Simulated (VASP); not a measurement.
# BaO (Fm-3m) in VASP: single point with PBE

Aim: the single point of BaO with PBE.

Everything below comes from runs of VASP 6.6.1. Logs are shortened: lines on timing, memory, paths and dates and some standing lists are left out, and cuts for length are marked.

### Step 1. The cell of the first run

The structure is cubic, space group Fm-3m (No. 225). Conventional cell: a = 5.574 Å, b = 5.574 Å, c = 5.574 Å, α = 90.00°, β = 90.00°, γ = 90.00°. Ba (site symmetry m-3m) has 6 O at 2.79 Å within 3.7 Å. Within 3.7 Å of O (site symmetry m-3m) lie 6 Ba at 2.79 Å.

### Step 2. Single point, PBE

Contents of INCAR:

```
PREC     = Accurate       # precision mode
ENCUT    = 600            # plane-wave cutoff, eV
EDIFF    = 1E-6           # SCF threshold, eV
ISMEAR   = 0              # smearing method
SIGMA    = 0.01           # smearing width, eV
LREAL    = F              # projectors in reciprocal space
LASPH    = T              # aspherical terms in the spheres
NELM     = 120            # most SCF steps
ALGO     = Normal         # electronic algorithm
ISIF     = 2              # what is computed and relaxed
LWAVE    = F              # write WAVECAR
LCHARG   = F              # write CHGCAR
GGA      = PE             # functional
NBANDS   = 15             # bands
GGA_COMPAT= F
```

Contents of KPOINTS:

```
Automatic mesh
0
Gamma
  8 8 8
```

Contents of POSCAR:

```
BaO
1.0
    0.0000000000      2.7869987793      2.7869987793
    2.7869987793      0.0000000000      2.7869987793
    2.7869987793      2.7869987793      0.0000000000
Ba O
1 1
Direct
    0.0000000000      0.0000000000      0.0000000000
    0.5000000000      0.5000000000      0.5000000000
```

Potentials or basis: VASP PAW PBE potentials, release 64 (Ba_sv, O).

The run is started by

```
> cat potpaw_PBE.64/Ba_sv/POTCAR potpaw_PBE.64/O/POTCAR > POTCAR
> mpirun -np 1 vasp_std > vasp.out
```

OUTCAR:

```text
PREC = Accurate
   ENCUT = 600
   EDIFF = 1E-6
   ISMEAR = 0
   LREAL = F
   LASPH = T
   NELM = 120
   ISIF = 2
   GGA = PE

 ion  position               nearest neighbor table
   1  0.000  0.000  0.000-   2 2.79   2 2.79   2 2.79   2 2.79   2 2.79   2 2.79
   2  0.500  0.500  0.500-   1 2.79   1 2.79   1 2.79   1 2.79   1 2.79   1 2.79

  LATTYP: Found a face centered cubic cell.
 ALAT       =     5.5739975586

  Lattice vectors:

 A1 = (   0.0000000000,   2.7869987793,   2.7869987793)
 A2 = (   2.7869987793,   0.0000000000,   2.7869987793)
 A3 = (   2.7869987793,   2.7869987793,   0.0000000000)

Analysis of symmetry for initial positions (statically):
=====================================================================
 Subroutine PRICEL returns:
 Original cell was already a primitive cell.

 Routine SETGRP: Setting up the symmetry group for a
 face centered cubic supercell.

 Subroutine GETGRP returns: Found 48 space group operations
 (whereof 48 operations were pure point group operations)
 out of a pool of 48 trial point group operations.

The static configuration has the point symmetry O_h .

Analysis of symmetry for dynamics (positions and initial velocities):
=====================================================================
 Subroutine PRICEL returns:
 Original cell was already a primitive cell.

 Routine SETGRP: Setting up the symmetry group for a
 face centered cubic supercell.

 Subroutine GETGRP returns: Found 48 space group operations
 (whereof 48 operations were pure point group operations)
 out of a pool of 48 trial point group operations.

The dynamic configuration has the point symmetry O_h .

 Subroutine INISYM returns: Found 48 space group operations
 (whereof 48 operations are pure point group operations),
 and found     1 'primitive' translations

----------------------------------------------------------------------------------------

                                     Primitive cell

  volume of cell :      43.2953

  direct lattice vectors                    reciprocal lattice vectors
     0.000000000  2.786998779  2.786998779    -0.179404456  0.179404456  0.179404456
     2.786998779  0.000000000  2.786998779     0.179404456 -0.179404456  0.179404456
     2.786998779  2.786998779  0.000000000     0.179404456  0.179404456 -0.179404456

  length of vectors
     3.941411472  3.941411472  3.941411472     0.310737633  0.310737633  0.310737633

  position of ions in fractional coordinates (direct lattice)
     0.000000000  0.000000000  0.000000000
     0.500000000  0.500000000  0.500000000

  ion indices of the primitive-cell ions
   primitive index   ion index
                 1           1
                 2           2

----------------------------------------------------------------------------------------

 KPOINTS: Automatic mesh

Automatic generation of k-mesh.
 Grid dimensions read from file:
 generate k-points for:    8    8    8

 Generating k-lattice:

  Cartesian coordinates                     Fractional coordinates (reciprocal lattice)
    -0.022425557  0.022425557  0.022425557     0.125000000  0.000000000  0.000000000
     0.022425557 -0.022425557  0.022425557     0.000000000  0.125000000  0.000000000
     0.022425557  0.022425557 -0.022425557     0.000000000  0.000000000  0.125000000

  Length of vectors
     0.038842204  0.038842204  0.038842204

  Shift w.r.t. Gamma in fractional coordinates (k-lattice)
     0.000000000  0.000000000  0.000000000

 Subroutine IBZKPT returns following result:
 ===========================================

 Found     29 irreducible k-points:

 Following reciprocal coordinates:
            Coordinates               Weight
  0.000000  0.000000  0.000000      1.000000
  0.125000  0.000000  0.000000      8.000000
  0.250000  0.000000  0.000000      8.000000
  0.375000  0.000000  0.000000      8.000000
  0.500000  0.000000  0.000000      4.000000
  0.125000  0.125000  0.000000      6.000000
[... 16 lines left out ...]
  0.500000  0.250000  0.125000     48.000000
 -0.375000  0.250000  0.125000     24.000000
 [... further k-points ...]
   k-points           NKPTS =     29   k-points in BZ     NKDIM =     29   number of bands    NBANDS=     15
   number of dos      NEDOS =    301   number of ions     NIONS =      2
   total plane-waves  NPLWV =  32768
   dimension x,y,z NGX =    32 NGY =   32 NGZ =   32
   dimension x,y,z NGXF=    64 NGYF=   64 NGZF=   64
   ions per type =               1   1
   NGX,Y,Z   is equivalent  to a cutoff of  13.50, 13.50, 13.50 a.u.
   NGXF,Y,Z  is equivalent  to a cutoff of  26.99, 26.99, 26.99 a.u.
 SYSTEM =  unknown system
   PREC   = accura    normal or accurate (medium, high low for compatibility)
   ISTART =      0    job   : 0-new  1-cont  2-samecut
   ICHARG =      2    charge: 1-file 2-atom 10-const
   ISPIN  =      1    spin polarized calculation?
   LNONCOLLINEAR =      F non collinear calculations
   LSORBIT =      F    spin-orbit coupling
   LASPH  =      T    aspherical Exc in radial PAW
   ENCUT  =  600.0 eV  44.10 Ry    6.64 a.u.   7.87  7.87  7.87*2*pi/ulx,y,z
   NELM   =    120;   NELMIN=  2; NELMDL= -5     # of ELM steps
   EDIFF  = 0.1E-05   stopping-criterion for ELM
   LREAL  =      F    real-space projection
   EDIFFG = 0.1E-04   stopping-criterion for IOM
   NSW    =      0    number of steps for IOM
   IBRION =     -1    ionic relax: 0-MD 1-quasi-New 2-CG
   NFREE  =      0    steps in history (QN), initial steepest desc. (CG)
   ISIF   =      2    stress and relaxation
   ISYM   =      2    0-nonsym 1-usesym 2-fastsym
   POTIM  = 0.5000    time-step for ionic-motion
   TEBEG  =    0.0;   TEEND  =   0.0 temperature during run
   PSTRESS=    0.0 pullay stress
   NELECT =      16.0000    total number of electrons
   NUPDOWN=      -1.0000    fix difference up-down
   EMIN   =  10.00;   EMAX   =-10.00  energy-range for DOS
   EFERMI =   0.00;   METHOD = LEGACY
   ISMEAR =     0;   SIGMA  =   0.01  broadening in eV -4-tet -1-fermi 0-gaus
   EFERMI_NEDOS =   21; number of points for ismear=-14 and -15
   IALGO  =     38    algorithm
   IMIX   =      4    mixing-type and parameters
     AMIX     =   0.40;   BMIX     =  1.00
     AMIX_MAG =   1.60;   BMIX_MAG =  1.00
  volume/ion in A,a.u.               =      21.65       146.09
  Fermi-wavevector in a.u.,A,eV,Ry     =   1.174811  2.220071 18.778505  1.380181
  Thomas-Fermi vector in A             =   2.311202
   LORBIT       =      0    0 simple, 1 ext, 2 COOP (PROOUT), +10 PAW based schemes
   GGA     = PE    functional components
   LHFCALC =     F    Hartree Fock is set to
   AEXX    =    0.0000 exact exchange contribution
   IVDW    =     0    specifies the selected vdW correction
   LEPSILON=     F    determine dielectric tensor
   LRPA    =     F    only Hartree local field effects (RPA)
 non-spin polarized calculation
 Gauss-broadening in eV      SIGMA  =   0.01
  energy-cutoff  :      600.00
  volume of cell :       43.30
 maximum number of plane-waves:      1459
   NGX = 15   NGY = 15   NGZ = 15

 number of electron      16.0000002 magnetization

 Free energy of the ion-electron system (eV)
  ---------------------------------------------------
  ext. energy  EPLUGINS =         0.00000000
  ---------------------------------------------------
  free energy    TOTEN  =       -11.80658003 eV

  energy without entropy =      -11.80658003  energy(sigma->0) =      -11.80658003

 E-fermi :   1.7898     XC(G=0):  -9.5327

 val. band max:        1.7449481754   @ k =   0.5000   0.5000   0.0000
 cond. band min:       3.7829733990   @ k =   0.5000   0.5000   0.0000
 fundamental gap:      2.0380252236
 Fermi energy:         1.7898060121

 k-point     1 :       0.0000    0.0000    0.0000
  band No.  band energies     occupation
      1     -24.1668      2.00000
      2     -13.2159      2.00000
      3      -8.7151      2.00000
      4      -8.7151      2.00000
      5      -8.7151      2.00000
      6       1.4513      2.00000
      7       1.4513      2.00000
      8       1.4513      2.00000
      9       5.2116      0.00000
     10       6.4387      0.00000
     11       6.4387      0.00000
     12       6.4387      0.00000
     13       8.6573      0.00000
     14       8.6573      0.00000
     15      11.7054      0.00000

 k-point     2 :       0.1250    0.0000    0.0000
  band No.  band energies     occupation
      1     -24.1334      2.00000
      2     -13.3151      2.00000
      3      -8.7502      2.00000
      4      -8.7327      2.00000
      5      -8.7327      2.00000
      6       1.1196      2.00000
      7       1.2585      2.00000
      8       1.2585      2.00000
      9       5.8411      0.00000
     10       6.3226      0.00000
     11       6.7218      0.00000
     12       6.7218      0.00000
     13       9.0428      0.00000
     14       9.0428      0.00000
     15      12.6398      0.00000

 k-point     3 :       0.2500    0.0000    0.0000
  band No.  band energies     occupation
      1     -24.0512      2.00000
      2     -13.5552      2.00000
      3      -8.8288      2.00000
      4      -8.7743      2.00000
      5      -8.7743      2.00000
      6       0.5018      2.00000
      7       0.8463      2.00000
      8       0.8463      2.00000
      9       6.2106      0.00000
     10       7.4225      0.00000
     11       7.4864      0.00000
     12       7.4864      0.00000
     13      10.0016      0.00000
     14      10.0016      0.00000
     15      14.6510      0.00000
[... 343 lines left out ...]
 k-point    23 :       0.5000    0.2500    0.1250
  band No.  band energies     occupation
      1     -23.9247      2.00000
      2     -13.6932      2.00000
      3      -9.2846      2.00000
      4      -9.1644      2.00000
      5      -8.8311      2.00000
      6       0.3755      2.00000
      7       0.6336      2.00000
      8       1.2278      2.00000
      9       5.8919      0.00000
     10       7.6830      0.00000
     11       9.0257      0.00000
     12       9.1827      0.00000
     13      11.1403      0.00000
     14      12.5666      0.00000
     15      14.3997      0.00000

 k-point    24 :      -0.3750    0.2500    0.1250
  band No.  band energies     occupation
      1     -23.8964      2.00000
      2     -13.7375      2.00000
      3      -9.3047      2.00000
      4      -9.3018      2.00000
      5      -8.8237      2.00000
      6       0.2822      2.00000
      7       0.8636      2.00000
      8       0.9325      2.00000
      9       6.5845      0.00000
     10       7.1841      0.00000
     11       9.4855      0.00000
     12       9.5363      0.00000
     13      11.6849      0.00000
     14      13.3704      0.00000
     15      13.7193      0.00000

 [... further k-points ...]
[... 5 lines left out ...]
  --------------------------------------------------------------------------------------
  -------------------------------------------------------------------------------------
  Total        0.4056949      0.4056949      0.4056949      0.0000000      0.0000000     -0.0000000
  in kB       15.0130802     15.0130802     15.0130802      0.0000000      0.0000000     -0.0000000
  external PRESSURE =      15.0130802 kB  Pullay stress =       0.0000000 kB

 VOLUME and BASIS-vectors are now :
 -----------------------------------------------------------------------------
  energy-cutoff  :      600.00
  volume of cell :       43.30
      direct lattice vectors                 reciprocal lattice vectors
     0.000000000  2.786998779  2.786998779    -0.179404456  0.179404456  0.179404456
     2.786998779  0.000000000  2.786998779     0.179404456 -0.179404456  0.179404456
     2.786998779  2.786998779  0.000000000     0.179404456  0.179404456 -0.179404456

 POSITION                                       TOTAL-FORCE (eV/Angst)
 -----------------------------------------------------------------------------------
      0.00000      0.00000      0.00000         0.000000     -0.000000     -0.000000
      2.78700      2.78700      2.78700         0.000000      0.000000      0.000000
 -----------------------------------------------------------------------------------
    total drift:                                0.000000     -0.000000      0.000000

  FREE ENERGIE OF THE ION-ELECTRON SYSTEM (eV)
  ---------------------------------------------------
  free  energy   TOTEN  =       -11.8065800285 eV

  energy  without entropy=      -11.8065800285  energy(sigma->0) =      -11.80658003
```

Run time: 22 s. Hardware: 1 thread of Intel Xeon 8259CL, shared host; peak memory 0.18 GiB.

What came out:

| Property | Result |
| --- | --- |
| Free energy | -11.8066 eV |
| Pressure | 1.5 GPa |
| Band gap on the k mesh | 2.04 eV, direct |

Caveat: spin-orbit coupling is left out, which moves the levels of the heavy elements.
